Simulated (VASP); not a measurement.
## AlAs: single point with HSE06

The system is AlAs.

```xyz
2
Lattice="0.0000 2.8382 2.8382 2.8382 0.0000 2.8382 2.8382 2.8382 0.0000" Properties=species:S:1:pos:R:3 pbc="T T T"
Al    0.0000    0.0000    0.0000
As    1.4191    1.4191    1.4191
```

```
Program             : VASP 6.6.1
Task                : single point
Functional          : HSE06
Potentials or basis : VASP PAW PBE potentials, release 64 (Al, As)
Cutoff              : 400 eV
k mesh              : 8 × 8 × 8
Occupations         : fermi-dirac, width 0.02 eV
Spin                : no spin polarisation
```

```json
{"Pressure": "0.0 GPa", "Band gap on the k mesh": "2.10 eV (least direct gap 2.85 eV)"}
```

Levels at points of the mesh, in eV from the valence-band top:
```csv
k point,band 1,band 2,band 3,band 4,band 5,band 6,band 7,band 8
"(0.00, 0.00, 0.00)",-13.03,0.00,0.00,0.00,2.85,5.13,5.13,5.13
"(0.50, 0.00, 0.00)",-11.45,-6.08,-0.90,-0.90,2.88,5.54,5.54,8.68
"(0.50, 0.50, 0.00)",-10.84,-5.95,-2.36,-2.36,2.10,2.99,11.58,11.58
```

It took 47 min on 1 thread of Intel(R) Xeon(R) Platinum 8259CL CPU @ 2.50GHz (Skylake/Cascade Lake), on a shared host, peak memory 0.29 GiB.

Caveat: the PAW data sets were made with another functional, which shifts forces and pressure a little. A k mesh can miss the band edges.
